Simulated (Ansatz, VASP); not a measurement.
**Sc2B2Sb in VASP and in Ansatz**

The input INCAR:

```
SYSTEM = Sc2B2Sb
PREC     = Accurate       ! precision mode
ENCUT    = 600            ! plane-wave cutoff, eV
EDIFF    = 1E-6           ! SCF threshold, eV
ISMEAR   = 0              ! smearing method
SIGMA    = 0.1            ! smearing width, eV
LREAL    = .False.        ! projectors in reciprocal space
LASPH    = .True.         ! aspherical terms in the spheres
NELM     = 100            ! most SCF steps
ALGO     = Normal         ! electronic algorithm
ISIF     = 3              ! what is computed and relaxed
LWAVE    = .False.        ! write WAVECAR
LCHARG   = .False.        ! write CHGCAR
GGA      = PE             ! functional
IBRION   = 2              ! ionic algorithm
NSW      = 100            ! ionic steps
EDIFFG   = -0.01          ! ionic threshold
```

Contents of KPOINTS:

```
regular mesh
0
Gamma
  12 12 4
  0 0 0
```

POSCAR

```
Sc2B2Sb
1.0
    3.2475154064      0.0000000000      0.0000000000
   -1.6237577032      2.8124308412      0.0000000000
    0.0000000000      0.0000000000      9.0896974276
Sc B Sb
2 2 1
Direct
    0.0000000000      0.0000000000      0.6816535120
    0.0000000000      0.0000000000      0.3183464880
    0.3333333333      0.6666666667      0.5000000000
    0.6666666667      0.3333333333      0.5000000000
    0.0000000000      0.0000000000      0.0000000000
```

Input for Ansatz:

```yaml
crystal:
  lattice:
    - [3.2475154064, 0.0, 0.0]
    - [-1.6237577032, 2.8124308412, 0.0]
    - [0.0, 0.0, 9.0896974276]
  atoms:
    - { symbol: Sc, position: [0.0, 0.0, 0.681653512] }
    - { symbol: Sc, position: [0.0, 0.0, 0.318346488] }
    - { symbol: B, position: [0.3333333333, 0.6666666667, 0.5] }
    - { symbol: B, position: [0.6666666667, 0.3333333333, 0.5] }
    - { symbol: Sb, position: [0.0, 0.0, 0.0] }
basis:
  ecutwfc: 420
kpoints:
  mp_grid: { grid: [12, 12, 4] }
hamiltonian:
  xc: pbe
scf:
  occupations: { method: gaussian, width: 0.1 }
output:
  forces: true
  stress: true
  eigenvalues: true
relax:
  adjacent_minimum: "off"
  f_tol: 0.01
  max_steps: 80
  cell: { stress_tol: 0.05 }
```

Alike in both runs: task relaxation of cell and atoms; functional PBE; k mesh 12 × 12 × 4; occupations gaussian, width 0.1 eV; no spin polarisation.

```csv
,VASP,Ansatz
version,VASP 6.6.1,Ansatz 0.2.0
potentials or method,"VASP PAW PBE potentials, release 64 (Sc_sv, B, Sb), cutoff 600 eV","scalar-relativistic, plane waves, PAW"
valence electrons in the cell,33,43
```

Ansatz gave:

```
gap on the k mesh at the Fermi level, each at its own relaxed structure (eV)  : none
relaxed volume (Å³/atom)                                                      : 16.60
relaxed length of the cell vector where the two differ most in proportion (Å) : 9.164
```

Q: Which values does VASP return?

A: gap on the k mesh at the Fermi level, each at its own relaxed structure (eV): none; relaxed volume (Å³/atom): 16.61; relaxed length of the cell vector where the two differ most in proportion (Å): 9.172.

A gap of «none» marks a metal or a gap that the smearing closes. VASP's potentials hold 33 valence electrons a cell and Ansatz's 43, so a difference there can come from the potentials and not from the codes.

Spin-orbit coupling is off throughout.
